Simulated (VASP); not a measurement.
# HfSiO4 (HfSiO4 (I4_1/amd)) (C2/c) in VASP: single point with PBE

Aim: the single point of HfSiO4 (HfSiO4 (I4_1/amd)) with PBE.

Everything below comes from runs of VASP 6.6.1. Logs are shortened: lines on timing, memory, paths and dates and some standing lists are left out, and cuts for length are marked.

**1. The cell of the first run**

The structure is monoclinic, space group C2/c (No. 15). The conventional cell has a = 6.015 Å, b = 9.400 Å, c = 5.580 Å, α = 90.00°, β = 122.61°, γ = 90.00°. Hf (site symmetry 2) has 8 O at 2.14 to 2.28 Å within 2.8 Å. Si (site symmetry 2) has 4 O at 1.64 Å within 2.2 Å. O (site symmetry 1) has 1 Si at 1.64 Å and 1 Hf at 2.14 Å within 2.2 Å. Within 2.2 Å of O (site symmetry 1) lie 1 Si at 1.64 Å and 1 Hf at 2.14 Å.

**2. Single point, PBE**

File INCAR:

```
ALGO     = Normal         # electronic algorithm
EDIFF    = 1E-6           # SCF threshold, eV
ENCUT    = 600            # plane-wave cutoff, eV
GGA      = PE             # functional
GGA_COMPAT= False        
ISIF     = 2              # what is computed and relaxed
ISMEAR   = -1             # smearing method
LASPH    = True           # aspherical terms in the spheres
LCHARG   = True           # write CHGCAR
LELF     = True           # ELF
LREAL    = False          # projectors in reciprocal space
LVHAR    = True         
LWAVE    = False          # write WAVECAR
NBANDS   = 94             # bands
NELM     = 120            # most SCF steps
PREC     = Accurate       # precision mode
SIGMA    = 0.01           # smearing width, eV
```

File KPOINTS:

```
k-points
0
Gamma
  1 1 1
```

File POSCAR:

```
HfSiO4
1.0
    6.6465279200      0.0000000000      0.0000000000
    0.0000000000      6.6465279200      0.0000000000
    0.0000000000      0.0000000000      6.0147349600
Hf Si O
4 4 16
Direct
   -0.0005291118      0.0005291118      0.0000000000
    0.4994708882      0.5005291118      0.5000000000
    0.0005291118      0.4994708882      0.2500000000
    0.5005291118     -0.0005291118      0.7500000000
   -0.0004019702      0.5004019702      0.7500000000
    0.4995980298      0.0004019702      0.2500000000
    0.0004019702     -0.0004019702      0.5000000000
    0.5004019702      0.4995980298      0.0000000000
    0.0007124003      0.8156834396      0.3185036426
    0.5007124003      0.3156834396      0.8185036426
    0.1839640676      0.5006454359      0.5691485930
    0.6839640676      0.0006454359      0.0691485930
    0.3156834396      0.0007124003      0.0685036426
    0.8156834396      0.5007124003      0.5685036426
    0.0006454359      0.1839640676      0.3191485930
    0.5006454359      0.6839640676      0.8191485930
    0.3160359324      0.4993545641      0.1808514070
    0.8160359324     -0.0006454359      0.6808514070
   -0.0007124003      0.6843165604      0.9314963574
    0.4992875997      0.1843165604      0.4314963574
   -0.0006454359      0.3160359324      0.9308514070
    0.4993545641      0.8160359324      0.4308514070
    0.1843165604     -0.0007124003      0.6814963574
    0.6843165604      0.4992875997      0.1814963574
```

Potentials or basis: VASP PAW PBE potentials, release 64 (Hf_pv, Si, O).

On the command line:

```bash
> cat potpaw_PBE.64/Hf_pv/POTCAR potpaw_PBE.64/Si/POTCAR potpaw_PBE.64/O/POTCAR > POTCAR
> mpirun -np 1 vasp_gam > vasp.out
```

OUTCAR:

```text
EDIFF = 1E-6
   ENCUT = 600
   GGA = PE
   ISIF = 2
   ISMEAR = -1
   LASPH = True
   LREAL = False
   NELM = 120
   PREC = Accurate

 ion  position               nearest neighbor table
   1  0.999  0.001  0.000-  12 2.14  21 2.14  19 2.14  13 2.14  15 2.27  18 2.27   9 2.28  23 2.28
                             7 3.01   7 3.01   3 3.64   4 3.64   4 3.65   3 3.65
   2  0.499  0.501  0.500-  11 2.14  22 2.14  20 2.14  14 2.14  16 2.27  17 2.27  10 2.28  24 2.28
                             8 3.01   8 3.01   3 3.64   4 3.64   3 3.65   4 3.65
   3  0.001  0.499  0.250-  15 2.14  17 2.14   9 2.14  24 2.14  21 2.27  11 2.27  14 2.28  19 2.28
                             5 3.01   5 3.01   1 3.64   2 3.64   1 3.65   2 3.65
   4  0.501  0.999  0.750-  16 2.14  18 2.14  10 2.14  23 2.14  22 2.27  12 2.27  13 2.28  20 2.28
                             6 3.01   6 3.01   1 3.64   2 3.64   2 3.65   1 3.65
   5  1.000  0.500  0.750-  11 1.64  21 1.64  19 1.64  14 1.64   3 3.01   3 3.01
   6  0.500  0.000  0.250-  12 1.64  22 1.64  20 1.64  13 1.64   4 3.01   4 3.01
   7  0.000  1.000  0.500-  15 1.64  18 1.64   9 1.64  23 1.64   1 3.01   1 3.01
   8  0.500  0.500  0.000-  16 1.64  17 1.64  10 1.64  24 1.64   2 3.01   2 3.01
   9  0.001  0.816  0.319-   7 1.64   3 2.14   1 2.28
  10  0.501  0.316  0.819-   8 1.64   4 2.14   2 2.28
  11  0.184  0.501  0.569-   5 1.64   2 2.14   3 2.27
  12  0.684  0.001  0.069-   6 1.64   1 2.14   4 2.27
  13  0.316  0.001  0.069-   6 1.64   1 2.14   4 2.28
  14  0.816  0.501  0.569-   5 1.64   2 2.14   3 2.28
[... 8 lines left out ...]
  23  0.184  0.999  0.681-   7 1.64   4 2.14   1 2.28
  24  0.684  0.499  0.181-   8 1.64   3 2.14   2 2.28

  LATTYP: Found a simple tetragonal cell.
 ALAT       =     6.6465279200
 C/A-ratio  =     0.9049439094

  Lattice vectors:

 A1 = (   6.6465279200,   0.0000000000,   0.0000000000)
 A2 = (   0.0000000000,   6.6465279200,   0.0000000000)
 A3 = (   0.0000000000,   0.0000000000,   6.0147349600)

Analysis of symmetry for initial positions (statically):
=====================================================================
 Subroutine PRICEL returns following result:

  LATTYP: Found a body centered tetragonal cell.
 ALAT       =     6.6465279200
 C/A-ratio  =     0.9049439094

  Lattice vectors:

 A1 = (  -3.3232639600,  -3.3232639600,  -3.0073674800)
 A2 = (   3.3232639600,   3.3232639600,  -3.0073674800)
 A3 = (   3.3232639600,  -3.3232639600,   3.0073674800)

   2 primitive cells build up your supercell.

 Routine SETGRP: Setting up the symmetry group for a
 simple tetragonal supercell.

 Subroutine GETGRP returns: Found  4 space group operations
 (whereof  2 operations were pure point group operations)
 out of a pool of 16 trial point group operations.

The static configuration has the point symmetry C_2 .
 The point group associated with its full space group is C_2h.

Analysis of symmetry for dynamics (positions and initial velocities):
=====================================================================
 Subroutine PRICEL returns following result:

  LATTYP: Found a body centered tetragonal cell.
 ALAT       =     6.6465279200
 C/A-ratio  =     0.9049439094

  Lattice vectors:

 A1 = (  -3.3232639600,  -3.3232639600,  -3.0073674800)
 A2 = (   3.3232639600,   3.3232639600,  -3.0073674800)
 A3 = (   3.3232639600,  -3.3232639600,   3.0073674800)

   2 primitive cells build up your supercell.

 Routine SETGRP: Setting up the symmetry group for a
 simple tetragonal supercell.

 Subroutine GETGRP returns: Found  4 space group operations
 (whereof  2 operations were pure point group operations)
 out of a pool of 16 trial point group operations.

The dynamic configuration has the point symmetry C_2 .
 The point group associated with its full space group is C_2h.

 Subroutine INISYM returns: Found  4 space group operations
 (whereof  2 operations are pure point group operations),
 and found     2 'primitive' translations

----------------------------------------------------------------------------------------

                                     Primitive cell

  volume of cell :     132.8545

  direct lattice vectors                    reciprocal lattice vectors
    -3.323263960 -3.323263960 -3.007367480     0.000000000 -0.150454495 -0.166258365
     3.323263960  3.323263960 -3.007367480     0.150454495  0.000000000 -0.166258365
     3.323263960 -3.323263960  3.007367480     0.150454495 -0.150454495  0.000000000

  length of vectors
     5.579643882  5.579643882  5.579643882     0.224228452  0.224228452  0.212774787

  position of ions in fractional coordinates (direct lattice)
     0.999470888  0.999470888  0.998941776
     0.250529112  0.750529112  0.501058224
     0.749598030  0.249598030  0.499196060
     0.500401970  0.500401970  0.000803940
     0.865812918  0.682208758  0.185028961
     0.930205971  0.614815475  0.683318632
     0.930783957  0.247179797  0.314971039
     0.496887339  0.681496843  0.816681368
     0.319794029  0.135184525  0.816681368
     0.384187082  0.067791242  0.314971039
     0.753112661  0.068503157  0.683318632
     0.319216043  0.502820203  0.185028961

  ion indices of the primitive-cell ions
   primitive index   ion index
                 1           1
                 2           3
                 3           5
                 4           7
                 5           9
                 6          12
                 7          13
                 8          15
                 9          18
                10          19
                11          21
                12          23

----------------------------------------------------------------------------------------

 KPOINTS: k-points

Automatic generation of k-mesh.
 Grid dimensions read from file:
 generate k-points for:    1    1    1

 Generating k-lattice:

  Cartesian coordinates                     Fractional coordinates (reciprocal lattice)
     0.150454495  0.000000000  0.000000000     1.000000000  0.000000000  0.000000000
     0.000000000  0.150454495  0.000000000     0.000000000  1.000000000  0.000000000
     0.000000000  0.000000000  0.166258365     0.000000000  0.000000000  1.000000000

  Length of vectors
     0.150454495  0.150454495  0.166258365

  Shift w.r.t. Gamma in fractional coordinates (k-lattice)
     0.000000000  0.000000000  0.000000000

 Subroutine IBZKPT returns following result:
 ===========================================

 Found      1 irreducible k-points:

 Following reciprocal coordinates:
            Coordinates               Weight
  0.000000  0.000000  0.000000      1.000000
   k-points           NKPTS =      1   k-points in BZ     NKDIM =      1   number of bands    NBANDS=     94
   number of dos      NEDOS =    301   number of ions     NIONS =     24
   total plane-waves  NPLWV = 139968
   dimension x,y,z NGX =    54 NGY =   54 NGZ =   48
   dimension x,y,z NGXF=   108 NGYF=  108 NGZF=   96
   ions per type =               4   4  16
   NGX,Y,Z   is equivalent  to a cutoff of  13.51, 13.51, 13.27 a.u.
   NGXF,Y,Z  is equivalent  to a cutoff of  27.01, 27.01, 26.53 a.u.
 SYSTEM =  unknown system
   PREC   = accura    normal or accurate (medium, high low for compatibility)
   ISTART =      0    job   : 0-new  1-cont  2-samecut
   ICHARG =      2    charge: 1-file 2-atom 10-const
   ISPIN  =      1    spin polarized calculation?
   LNONCOLLINEAR =      F non collinear calculations
   LSORBIT =      F    spin-orbit coupling
   LASPH  =      T    aspherical Exc in radial PAW
   ENCUT  =  600.0 eV  44.10 Ry    6.64 a.u.  13.27 13.27 12.01*2*pi/ulx,y,z
   NELM   =    120;   NELMIN=  2; NELMDL= -5     # of ELM steps
   EDIFF  = 0.1E-05   stopping-criterion for ELM
   LREAL  =      F    real-space projection
   EDIFFG = 0.1E-04   stopping-criterion for IOM
   NSW    =      0    number of steps for IOM
   IBRION =     -1    ionic relax: 0-MD 1-quasi-New 2-CG
   NFREE  =      0    steps in history (QN), initial steepest desc. (CG)
   ISIF   =      2    stress and relaxation
   ISYM   =      2    0-nonsym 1-usesym 2-fastsym
   POTIM  = 0.5000    time-step for ionic-motion
   TEBEG  =    0.0;   TEEND  =   0.0 temperature during run
   PSTRESS=    0.0 pullay stress
   NELECT =     152.0000    total number of electrons
   NUPDOWN=      -1.0000    fix difference up-down
   EMIN   =  10.00;   EMAX   =-10.00  energy-range for DOS
   EFERMI =   0.00;   METHOD = LEGACY
   ISMEAR =    -1;   SIGMA  =   0.01  broadening in eV -4-tet -1-fermi 0-gaus
   EFERMI_NEDOS =   21; number of points for ismear=-14 and -15
   IALGO  =     38    algorithm
   IMIX   =      4    mixing-type and parameters
     AMIX     =   0.40;   BMIX     =  1.00
     AMIX_MAG =   1.60;   BMIX_MAG =  1.00
  volume/ion in A,a.u.               =      11.07        74.71
  Fermi-wavevector in a.u.,A,eV,Ry     =   1.359004  2.568145 25.128478  1.846891
  Thomas-Fermi vector in A             =   2.485789
   LORBIT       =      0    0 simple, 1 ext, 2 COOP (PROOUT), +10 PAW based schemes
   GGA     = PE    functional components
   LHFCALC =     F    Hartree Fock is set to
   AEXX    =    0.0000 exact exchange contribution
   IVDW    =     0    specifies the selected vdW correction
   LEPSILON=     F    determine dielectric tensor
   LRPA    =     F    only Hartree local field effects (RPA)
 non-spin polarized calculation
  energy-cutoff  :      600.00
  volume of cell :      265.71
 maximum number of plane-waves:      4437
 NGX is ok and might be reduce to    54
   NGX = 27   NGY = 27   NGZ = 25

 number of electron     151.9999918 magnetization

 Free energy of the ion-electron system (eV)
  ---------------------------------------------------
  ext. energy  EPLUGINS =         0.00000000
  ---------------------------------------------------
  free energy    TOTEN  =      -214.26319940 eV

  energy without entropy =     -214.26319940  energy(sigma->0) =     -214.26319940

 E-fermi :   3.4876     XC(G=0): -10.9235

 val. band max:        3.1240844059   @ k =   0.0000   0.0000   0.0000
 cond. band min:       8.5729462430   @ k =   0.0000   0.0000   0.0000
 fundamental gap:      5.4488618371
 Fermi energy:         3.4875767989

 k-point     1 :       0.0000    0.0000    0.0000
  band No.  band energies     occupation
      1     -26.5418      2.00000
      2     -26.5418      2.00000
      3     -26.5305      2.00000
      4     -26.5304      2.00000
      5     -26.4659      2.00000
      6     -26.4628      2.00000
[... 80 lines left out ...]
     87       9.5134      0.00000
     88       9.9333      0.00000
 [bands above 88 left out]

------------------------ aborting loop because EDIFF is reached ----------------------------------------

  FORCE on cell =-STRESS in cart. coord.  units (eV):
  Direction    XX          YY          ZZ          XY          YZ          ZX
  --------------------------------------------------------------------------------------
  -------------------------------------------------------------------------------------
  Total       -3.9582323     -3.9582323      2.7825871      0.0035343      0.0337973      0.0337972
  in kB      -23.8674321    -23.8674321     16.7785020      0.0213114      0.2037920      0.2037911
  external PRESSURE =     -10.3187874 kB  Pullay stress =       0.0000000 kB

 VOLUME and BASIS-vectors are now :
 -----------------------------------------------------------------------------
  energy-cutoff  :      600.00
  volume of cell :      265.71
      direct lattice vectors                 reciprocal lattice vectors
     6.646527920  0.000000000  0.000000000     0.150454495  0.000000000  0.000000000
     0.000000000  6.646527920  0.000000000     0.000000000  0.150454495  0.000000000
     0.000000000  0.000000000  6.014734960     0.000000000  0.000000000  0.166258365

 POSITION                                       TOTAL-FORCE (eV/Angst)
 -----------------------------------------------------------------------------------
      6.64301      0.00352      0.00000         0.059306     -0.059306      0.000000
      3.31975      3.32678      3.00737         0.059306     -0.059306      0.000000
      0.00352      3.31975      1.50368        -0.059306      0.059306      0.000000
      3.32678      6.64301      4.51105        -0.059306      0.059306      0.000000
      6.64386      3.32594      4.51105        -0.032704      0.032704      0.000000
      3.32059      0.00267      1.50368        -0.032704      0.032704      0.000000
[... 16 lines left out ...]
      1.22507      6.64179      4.09902         0.204564      0.013937     -0.523547
      4.54833      3.31853      1.09165         0.204564      0.013937     -0.523547
 -----------------------------------------------------------------------------------
    total drift:                               -0.000000      0.000000     -0.000000

  FREE ENERGIE OF THE ION-ELECTRON SYSTEM (eV)
  ---------------------------------------------------
  free  energy   TOTEN  =      -214.2631993989 eV

  energy  without entropy=     -214.2631993989  energy(sigma->0) =     -214.26319940
```

Wall time 1.7 min (1 thread of AMD EPYC 7R13, shared host); peak memory 0.33 GiB.

What came out:

```
Free energy            : -214.2632 eV
Pressure               : -1.0 GPa
Largest force          : 0.572 eV/Å
Band gap on the k mesh : 5.45 eV
```

Forces on the atoms (eV/Å):
```
Hf   0.059 -0.059  0.000
Hf   0.059 -0.059  0.000
Hf  -0.059  0.059  0.000
Hf  -0.059  0.059  0.000
Si  -0.033  0.033  0.000
Si  -0.033  0.033  0.000
Si   0.033 -0.033  0.000
Si   0.033 -0.033  0.000
O   -0.014 -0.205  0.524
O   -0.014 -0.205  0.524
O    0.240 -0.013  0.519
O    0.240 -0.013  0.519
O   -0.205 -0.014  0.524
O   -0.205 -0.014  0.524
O   -0.013  0.240  0.519
O   -0.013  0.240  0.519
O   -0.240  0.013 -0.519
O   -0.240  0.013 -0.519
O    0.014  0.205 -0.524
O    0.014  0.205 -0.524
O    0.013 -0.240 -0.519
O    0.013 -0.240 -0.519
O    0.205  0.014 -0.524
O    0.205  0.014 -0.524
```

Stress tensor (GPa, compression positive):
```
-2.39  0.00  0.02
 0.00 -2.39  0.02
 0.02  0.02  1.68
```

Caveat: the k points lie up to 1.04 Å⁻¹ apart; spin-orbit coupling is left out, which moves the levels of the heavy elements.
